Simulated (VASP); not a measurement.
# YSe2 (Fm-3m) in VASP: further runs

Runs on YSe2. Level: PBE. Tasks: single point.

Program: VASP 6.6.1. These are calculated values, not measurements. Logs are shortened: lines on timing, memory, paths and dates and some standing lists are left out, and cuts for length are marked.

## (1) The cell of the first run

The structure is cubic, space group Fm-3m (No. 225). The conventional cell has a = 6.731 Å, b = 6.731 Å, c = 6.731 Å, α = 90.00°, β = 90.00°, γ = 90.00°. Y (site symmetry m-3m) has 8 Se at 2.91 Å within 3.8 Å. Se (site symmetry -43m) has 4 Y at 2.91 Å and 6 Se at 3.37 Å within 3.8 Å.

## (2) Single point, PBE (25.41 Å³/atom)

INCAR

```
SYSTEM = YSe2
PREC     = Accurate       ! precision mode
ENCUT    = 520            ! plane-wave cutoff, eV
EDIFF    = 1E-6           ! SCF threshold, eV
ISMEAR   = 0              ! smearing method
SIGMA    = 0.05           ! smearing width, eV
LREAL    = .False.        ! projectors in reciprocal space
LASPH    = .True.         ! aspherical terms in the spheres
NELM     = 60             ! most SCF steps
ALGO     = Normal         ! electronic algorithm
ISIF     = 2              ! what is computed and relaxed
LWAVE    = .False.        ! write WAVECAR
LCHARG   = .True.         ! write CHGCAR
GGA      = PE             ! functional
LELF     = .True.         ! ELF
LVHAR    = .True.       
NBANDS   = 18             ! bands
```

KPOINTS

```
Automatic mesh
0
Gamma
  8 8 8
  0 0 0
```

POSCAR

```
YSe2
1.0
    0.0000000000      3.3653488437      3.3653488437
    3.3653488437      0.0000000000      3.3653488437
    3.3653488437      3.3653488437      0.0000000000
Y Se
1 2
Direct
    0.0000000000      0.0000000000      0.0000000000
    0.2500000000      0.2500000000      0.2500000000
    0.7500000000      0.7500000000      0.7500000000
```

Potentials or basis: VASP PAW PBE potentials, release 64 (Y_sv, Se).

Launch:

```sh
> cat potpaw_PBE.64/Y_sv/POTCAR potpaw_PBE.64/Se/POTCAR > POTCAR
> mpirun -np 1 vasp_std > vasp.out
```

OUTCAR:

```text
SYSTEM = YSe2
   PREC = Accurate
   ENCUT = 520
   EDIFF = 1E-6
   ISMEAR = 0
   LREAL = .False.
   LASPH = .True.
   NELM = 60
   ISIF = 2
   GGA = PE

 ion  position               nearest neighbor table
   1  0.000  0.000  0.000-   2 2.91   3 2.91   3 2.91   3 2.91   3 2.91   2 2.91   2 2.91   2 2.91

   2  0.250  0.250  0.250-   1 2.91   1 2.91   1 2.91   1 2.91
   3  0.750  0.750  0.750-   1 2.91   1 2.91   1 2.91   1 2.91

  LATTYP: Found a face centered cubic cell.
 ALAT       =     6.7306976874

  Lattice vectors:

 A1 = (   0.0000000000,   3.3653488437,   3.3653488437)
 A2 = (   3.3653488437,   0.0000000000,   3.3653488437)
 A3 = (   3.3653488437,   3.3653488437,   0.0000000000)

Analysis of symmetry for initial positions (statically):
=====================================================================
 Subroutine PRICEL returns:
 Original cell was already a primitive cell.

 Routine SETGRP: Setting up the symmetry group for a
 face centered cubic supercell.

 Subroutine GETGRP returns: Found 48 space group operations
 (whereof 48 operations were pure point group operations)
 out of a pool of 48 trial point group operations.

The static configuration has the point symmetry O_h .

Analysis of symmetry for dynamics (positions and initial velocities):
=====================================================================
 Subroutine PRICEL returns:
 Original cell was already a primitive cell.

 Routine SETGRP: Setting up the symmetry group for a
 face centered cubic supercell.

 Subroutine GETGRP returns: Found 48 space group operations
 (whereof 48 operations were pure point group operations)
 out of a pool of 48 trial point group operations.

The dynamic configuration has the point symmetry O_h .

 Subroutine INISYM returns: Found 48 space group operations
 (whereof 48 operations are pure point group operations),
 and found     1 'primitive' translations

----------------------------------------------------------------------------------------

                                     Primitive cell

  volume of cell :      76.2290

  direct lattice vectors                    reciprocal lattice vectors
     0.000000000  3.365348844  3.365348844    -0.148573008  0.148573008  0.148573008
     3.365348844  0.000000000  3.365348844     0.148573008 -0.148573008  0.148573008
     3.365348844  3.365348844  0.000000000     0.148573008  0.148573008 -0.148573008

  length of vectors
     4.759321977  4.759321977  4.759321977     0.257335998  0.257335998  0.257335998

  position of ions in fractional coordinates (direct lattice)
     0.000000000  0.000000000  0.000000000
     0.250000000  0.250000000  0.250000000
     0.750000000  0.750000000  0.750000000

  ion indices of the primitive-cell ions
   primitive index   ion index
                 1           1
                 2           2
                 3           3

----------------------------------------------------------------------------------------

 KPOINTS: Automatic mesh

Automatic generation of k-mesh.
 Grid dimensions read from file:
 generate k-points for:    8    8    8

 Generating k-lattice:

  Cartesian coordinates                     Fractional coordinates (reciprocal lattice)
    -0.018571626  0.018571626  0.018571626     0.125000000  0.000000000  0.000000000
     0.018571626 -0.018571626  0.018571626     0.000000000  0.125000000  0.000000000
     0.018571626  0.018571626 -0.018571626     0.000000000  0.000000000  0.125000000

  Length of vectors
     0.032167000  0.032167000  0.032167000

  Shift w.r.t. Gamma in fractional coordinates (k-lattice)
     0.000000000  0.000000000  0.000000000

 Subroutine IBZKPT returns following result:
 ===========================================

 Found     29 irreducible k-points:

 Following reciprocal coordinates:
            Coordinates               Weight
  0.000000  0.000000  0.000000      1.000000
  0.125000  0.000000  0.000000      8.000000
  0.250000  0.000000  0.000000      8.000000
  0.375000  0.000000  0.000000      8.000000
  0.500000  0.000000  0.000000      4.000000
  0.125000  0.125000  0.000000      6.000000
[... 16 lines left out ...]
  0.500000  0.250000  0.125000     48.000000
 -0.375000  0.250000  0.125000     24.000000
 [... further k-points ...]
   k-points           NKPTS =     29   k-points in BZ     NKDIM =     29   number of bands    NBANDS=     18
   number of dos      NEDOS =    301   number of ions     NIONS =      3
   total plane-waves  NPLWV =  46656
   dimension x,y,z NGX =    36 NGY =   36 NGZ =   36
   dimension x,y,z NGXF=    72 NGYF=   72 NGZF=   72
   ions per type =               1   2
   NGX,Y,Z   is equivalent  to a cutoff of  12.58, 12.58, 12.58 a.u.
   NGXF,Y,Z  is equivalent  to a cutoff of  25.15, 25.15, 25.15 a.u.
 SYSTEM =  YSe2
   PREC   = accura    normal or accurate (medium, high low for compatibility)
   ISTART =      0    job   : 0-new  1-cont  2-samecut
   ICHARG =      2    charge: 1-file 2-atom 10-const
   ISPIN  =      1    spin polarized calculation?
   LNONCOLLINEAR =      F non collinear calculations
   LSORBIT =      F    spin-orbit coupling
   LASPH  =      T    aspherical Exc in radial PAW
   ENCUT  =  520.0 eV  38.22 Ry    6.18 a.u.   8.85  8.85  8.85*2*pi/ulx,y,z
   NELM   =     60;   NELMIN=  2; NELMDL= -5     # of ELM steps
   EDIFF  = 0.1E-05   stopping-criterion for ELM
   LREAL  =      F    real-space projection
   EDIFFG = 0.1E-04   stopping-criterion for IOM
   NSW    =      0    number of steps for IOM
   IBRION =     -1    ionic relax: 0-MD 1-quasi-New 2-CG
   NFREE  =      0    steps in history (QN), initial steepest desc. (CG)
   ISIF   =      2    stress and relaxation
   ISYM   =      2    0-nonsym 1-usesym 2-fastsym
   POTIM  = 0.5000    time-step for ionic-motion
   TEBEG  =    0.0;   TEEND  =   0.0 temperature during run
   PSTRESS=    0.0 pullay stress
   NELECT =      23.0000    total number of electrons
   NUPDOWN=      -1.0000    fix difference up-down
   EMIN   =  10.00;   EMAX   =-10.00  energy-range for DOS
   EFERMI =   0.00;   METHOD = LEGACY
   ISMEAR =     0;   SIGMA  =   0.05  broadening in eV -4-tet -1-fermi 0-gaus
   EFERMI_NEDOS =   21; number of points for ismear=-14 and -15
   IALGO  =     38    algorithm
   IMIX   =      4    mixing-type and parameters
     AMIX     =   0.40;   BMIX     =  1.00
     AMIX_MAG =   1.60;   BMIX_MAG =  1.00
  volume/ion in A,a.u.               =      25.41       171.47
  Fermi-wavevector in a.u.,A,eV,Ry     =   1.098021  2.074959 16.403869  1.205650
  Thomas-Fermi vector in A             =   2.234391
   LORBIT       =      0    0 simple, 1 ext, 2 COOP (PROOUT), +10 PAW based schemes
   GGA     = PE    functional components
   LHFCALC =     F    Hartree Fock is set to
   AEXX    =    0.0000 exact exchange contribution
   IVDW    =     0    specifies the selected vdW correction
   LEPSILON=     F    determine dielectric tensor
   LRPA    =     F    only Hartree local field effects (RPA)
 non-spin polarized calculation
 Gauss-broadening in eV      SIGMA  =   0.05
  energy-cutoff  :      520.00
  volume of cell :       76.23
 maximum number of plane-waves:      2085
   NGX = 17   NGY = 17   NGZ = 17

 number of electron      22.9999998 magnetization

 Free energy of the ion-electron system (eV)
  ---------------------------------------------------
  ext. energy  EPLUGINS =         0.00000000
  ---------------------------------------------------
  free energy    TOTEN  =       -17.40974691 eV

  energy without entropy =      -17.40920669  energy(sigma->0) =      -17.40947680

 E-fermi :   3.1318     XC(G=0):  -9.5245

 val. band max:        3.0366828319   @ k =  -0.2500   0.1250   0.0000
 cond. band min:       3.1565341572   @ k =   0.3750   0.3750   0.0000
 fundamental gap:      0.1198513253
 Fermi energy:         3.1318294537

 k-point     1 :       0.0000    0.0000    0.0000
  band No.  band energies     occupation
      1     -38.9851      2.00000
      2     -18.9825      2.00000
      3     -18.9825      2.00000
      4     -18.9825      2.00000
      5     -10.0518      2.00000
      6      -7.6689      2.00000
[... 10 lines left out ...]
     17       9.1060      0.00000
     18       9.1060      0.00000

 k-point     2 :       0.1250    0.0000    0.0000
  band No.  band energies     occupation
      1     -38.9848      2.00000
      2     -18.9944      2.00000
      3     -18.9838      2.00000
      4     -18.9838      2.00000
      5      -9.9461      2.00000
      6      -7.7933      2.00000
[... 10 lines left out ...]
     17       8.9003      0.00000
     18       8.9003      0.00000

 k-point     3 :       0.2500    0.0000    0.0000
  band No.  band energies     occupation
      1     -38.9840      2.00000
      2     -19.0226      2.00000
      3     -18.9871      2.00000
      4     -18.9871      2.00000
      5      -9.6630      2.00000
      6      -8.0928      2.00000
[... 10 lines left out ...]
     17       8.8852      0.00000
     18       9.9131      0.00000

 k-point     4 :       0.3750    0.0000    0.0000
  band No.  band energies     occupation
      1     -38.9833      2.00000
      2     -19.0502      2.00000
      3     -18.9904      2.00000
      4     -18.9904      2.00000
      5      -9.2947      2.00000
      6      -8.4411      2.00000
[... 375 lines left out ...]
      4     -18.9911      2.00000
      5      -9.4414      2.00000
      6      -8.2667      2.00000
[... 10 lines left out ...]
     17       9.2354      0.00000
     18       9.9258      0.00000

 k-point    23 :       0.5000    0.2500    0.1250
  band No.  band energies     occupation
      1     -38.9828      2.00000
      2     -19.0453      2.00000
      3     -19.0100      2.00000
      4     -18.9947      2.00000
      5      -9.1275      2.00000
      6      -8.5190      2.00000
[... 10 lines left out ...]
     17       8.8910      0.00000
     18      10.4878      0.00000

 k-point    24 :      -0.3750    0.2500    0.1250
  band No.  band energies     occupation
      1     -38.9826      2.00000
      2     -19.0506      2.00000
      3     -19.0142      2.00000
      4     -18.9964      2.00000
      5      -8.8962      2.00000
      6      -8.7168      2.00000
[... 10 lines left out ...]
     17       8.8297      0.00000
     18      10.6277      0.00000

 [... further k-points ...]
[... 5 lines left out ...]
  --------------------------------------------------------------------------------------
  -------------------------------------------------------------------------------------
  Total        1.8420050      1.8420050      1.8420050      0.0000000      0.0000000     -0.0000000
  in kB       38.7151654     38.7151654     38.7151654      0.0000000      0.0000000     -0.0000000
  external PRESSURE =      38.7151654 kB  Pullay stress =       0.0000000 kB

 VOLUME and BASIS-vectors are now :
 -----------------------------------------------------------------------------
  energy-cutoff  :      520.00
  volume of cell :       76.23
      direct lattice vectors                 reciprocal lattice vectors
     0.000000000  3.365348844  3.365348844    -0.148573008  0.148573008  0.148573008
     3.365348844  0.000000000  3.365348844     0.148573008 -0.148573008  0.148573008
     3.365348844  3.365348844  0.000000000     0.148573008  0.148573008 -0.148573008

 POSITION                                       TOTAL-FORCE (eV/Angst)
 -----------------------------------------------------------------------------------
      0.00000      0.00000      0.00000        -0.000000     -0.000000      0.000000
      1.68267      1.68267      1.68267         0.000000      0.000000      0.000000
      5.04802      5.04802      5.04802        -0.000000     -0.000000     -0.000000
 -----------------------------------------------------------------------------------
    total drift:                               -0.000000      0.000000      0.000000

  FREE ENERGIE OF THE ION-ELECTRON SYSTEM (eV)
  ---------------------------------------------------
  free  energy   TOTEN  =       -17.4097469100 eV

  energy  without entropy=      -17.4092066943  energy(sigma->0) =      -17.40947680
```

It took 20 s on 1 thread of Intel Xeon 6975P-C (Granite Rapids), shared host; peak memory 0.24 GiB.

Results:

| Item | Value |
| --- | --- |
| Free energy | -17.4097 eV |
| Pressure | 3.9 GPa |
| Band gap on the k mesh | zero (an odd number of electrons rules out a gap without spin polarisation) |

Caveat: the cell stands under pressure.

## (3) Single point, PBE (25.81 Å³/atom)

This run uses another cell than the first one, of 25.81 Å³/atom.

INCAR

```
SYSTEM = YSe2
PREC = Accurate
ENCUT = 520
EDIFF = 1E-6
ISMEAR = 0
SIGMA = 0.05
LREAL = .False.
LASPH = .True.
NELM = 60
ALGO = Normal
ISIF = 2
LWAVE = .False.
LCHARG = .True.
GGA = PE
LELF = .True.
LVHAR = .True.
NBANDS = 18
```

KPOINTS is that of step 2.

POSCAR

```
YSe2
1.0
    0.0000000000      3.3830615323      3.3830615323
    3.3830615323      0.0000000000      3.3830615323
    3.3830615323      3.3830615323      0.0000000000
Y Se
1 2
Direct
    0.0000000000      0.0000000000      0.0000000000
    0.2500000000      0.2500000000      0.2500000000
    0.7500000000      0.7500000000      0.7500000000
```

Potentials or basis: VASP PAW PBE potentials, release 64 (Y_sv, Se).

Launch:

```sh
> cat potpaw_PBE.64/Y_sv/POTCAR potpaw_PBE.64/Se/POTCAR > POTCAR
> mpirun -np 1 vasp_std > vasp.out
```

Wall time 21 s (1 thread of Intel Xeon 6975P-C (Granite Rapids), shared host); peak memory 0.23 GiB.

It converged, with:

```
Free energy            : -17.4346 eV
Pressure               : 2.7 GPa
Band gap on the k mesh : zero (an odd number of electrons rules out a gap without spin polarisation)
```

Levels at points of the mesh, in eV from the Fermi level:
| k point | band 9 | band 10 | band 11 | band 12 | band 13 | band 14 |
| --- | --- | --- | --- | --- | --- | --- |
| (0.00, 0.00, 0.00) | -3.47 | 0.18 | 0.18 | 0.18 | 2.33 | 2.33 |
| (0.50, 0.00, 0.00) | -2.23 | -1.86 | -1.48 | -1.48 | 2.89 | 2.89 |
| (0.50, 0.50, 0.00) | -3.04 | -0.37 | -0.37 | 1.17 | 2.04 | 3.51 |

## (4) Single point, PBE (26.35 Å³/atom)

This run uses another cell than the first one, of 26.35 Å³/atom.

INCAR

```
SYSTEM = YSe2
PREC     = Accurate       ! precision mode
ENCUT    = 520            ! plane-wave cutoff, eV
EDIFF    = 1E-6           ! SCF threshold, eV
ISMEAR   = 0              ! smearing method
SIGMA    = 0.05           ! smearing width, eV
LREAL    = .False.        ! projectors in reciprocal space
LASPH    = .True.         ! aspherical terms in the spheres
NELM     = 100            ! most SCF steps
ALGO     = Normal         ! electronic algorithm
ISIF     = 2              ! what is computed and relaxed
LWAVE    = .False.        ! write WAVECAR
LCHARG   = .False.        ! write CHGCAR
GGA      = PE             ! functional
NBANDS   = 18             ! bands
```

KPOINTS

```
regular mesh
0
Gamma
  8 8 8
  0 0 0
```

POSCAR

```
YSe2
1.0
    0.0000000000      3.4063937285      3.4063937285
    3.4063937285      0.0000000000      3.4063937285
    3.4063937285      3.4063937285      0.0000000000
Y Se
1 2
Direct
    0.0000000000      0.0000000000      0.0000000000
    0.2500000000      0.2500000000      0.2500000000
    0.7500000000      0.7500000000      0.7500000000
```

Potentials or basis: VASP PAW PBE potentials, release 64 (Y_sv, Se).

Launch:

```sh
> cat potpaw_PBE.64/Y_sv/POTCAR potpaw_PBE.64/Se/POTCAR > POTCAR
> mpirun -np 1 vasp_std > vasp.out
```

OUTCAR:

```text
SYSTEM = YSe2
   PREC = Accurate
   ENCUT = 520
   EDIFF = 1E-6
   ISMEAR = 0
   LREAL = .False.
   LASPH = .True.
   NELM = 100
   ISIF = 2
   GGA = PE

 ion  position               nearest neighbor table
   1  0.000  0.000  0.000-   3 2.95   3 2.95   3 2.95   2 2.95   3 2.95   2 2.95   2 2.95   2 2.95

   2  0.250  0.250  0.250-   1 2.95   1 2.95   1 2.95   1 2.95
   3  0.750  0.750  0.750-   1 2.95   1 2.95   1 2.95   1 2.95

  LATTYP: Found a face centered cubic cell.
 ALAT       =     6.8127874570

  Lattice vectors:

[... 677 lines left out ...]
      6      -8.9336      2.00000
[... 10 lines left out ...]
     17       8.3669      0.00000
     18      10.1352      0.00000

 [... further k-points ...]
[... 5 lines left out ...]
  --------------------------------------------------------------------------------------
  -------------------------------------------------------------------------------------
  Total        0.6402090      0.6402090      0.6402090     -0.0000000     -0.0000000      0.0000000
  in kB       12.9753124     12.9753124     12.9753124     -0.0000000     -0.0000000      0.0000000
  external PRESSURE =      12.9753124 kB  Pullay stress =       0.0000000 kB

 VOLUME and BASIS-vectors are now :
 -----------------------------------------------------------------------------
  energy-cutoff  :      520.00
  volume of cell :       79.05
      direct lattice vectors                 reciprocal lattice vectors
     0.000000000  3.406393728  3.406393728    -0.146782797  0.146782797  0.146782797
     3.406393728  0.000000000  3.406393728     0.146782797 -0.146782797  0.146782797
     3.406393728  3.406393728  0.000000000     0.146782797  0.146782797 -0.146782797

 POSITION                                       TOTAL-FORCE (eV/Angst)
 -----------------------------------------------------------------------------------
      0.00000      0.00000      0.00000        -0.000000      0.000000     -0.000000
      1.70320      1.70320      1.70320        -0.000000     -0.000000     -0.000000
      5.10959      5.10959      5.10959         0.000000      0.000000      0.000000
 -----------------------------------------------------------------------------------
    total drift:                                0.000000      0.000000      0.000000

  FREE ENERGIE OF THE ION-ELECTRON SYSTEM (eV)
  ---------------------------------------------------
  free  energy   TOTEN  =       -17.4547430105 eV

  energy  without entropy=      -17.4541795620  energy(sigma->0) =      -17.45446129
```

OSZICAR:

```text
N       E                     dE             d eps       ncg     rms          rms(c)
DAV:   1     0.104286058265E+03    0.10429E+03   -0.10650E+04  1044   0.114E+03
DAV:   2    -0.118043853862E+02   -0.11609E+03   -0.11365E+03  1364   0.220E+02
DAV:   3    -0.181239668643E+02   -0.63196E+01   -0.62636E+01  1366   0.445E+01
DAV:   4    -0.183845230206E+02   -0.26056E+00   -0.26017E+00  1634   0.770E+00
DAV:   5    -0.183885666827E+02   -0.40437E-02   -0.40426E-02  1404   0.946E-01    0.243E+01
DAV:   6    -0.175091580893E+02    0.87941E+00   -0.16223E+00  1234   0.626E+00    0.187E+01
DAV:   7    -0.174912252902E+02    0.17933E-01   -0.11307E+00  1578   0.497E+00    0.654E+00
DAV:   8    -0.174688797522E+02    0.22346E-01   -0.51695E-01  1238   0.346E+00    0.151E+00
DAV:   9    -0.174547799606E+02    0.14100E-01   -0.86062E-02  1162   0.146E+00    0.210E-01
DAV:  10    -0.174545527221E+02    0.22724E-03   -0.29523E-03  1238   0.336E-01    0.372E-01
DAV:  11    -0.174547068405E+02   -0.15412E-03   -0.54566E-04  1438   0.138E-01    0.703E-02
DAV:  12    -0.174547368159E+02   -0.29975E-04   -0.55461E-05  1294   0.408E-02    0.354E-02
DAV:  13    -0.174547424493E+02   -0.56334E-05   -0.34781E-05  1370   0.288E-02    0.598E-03
DAV:  14    -0.174547430105E+02   -0.56120E-06   -0.24679E-06  1108   0.896E-03
   1 F= -.17454743E+02 E0= -.17454461E+02  d E =-.563449E-03
```

It took 19 s on 1 thread of Intel Xeon 6975P-C (Granite Rapids), shared host; peak memory 0.23 GiB.

Results:

* Free energy: -17.4547 eV
* Pressure: 1.3 GPa
* Band gap on the k mesh: zero (an odd number of electrons rules out a gap without spin polarisation)

(Continued in part 2 of 2.)
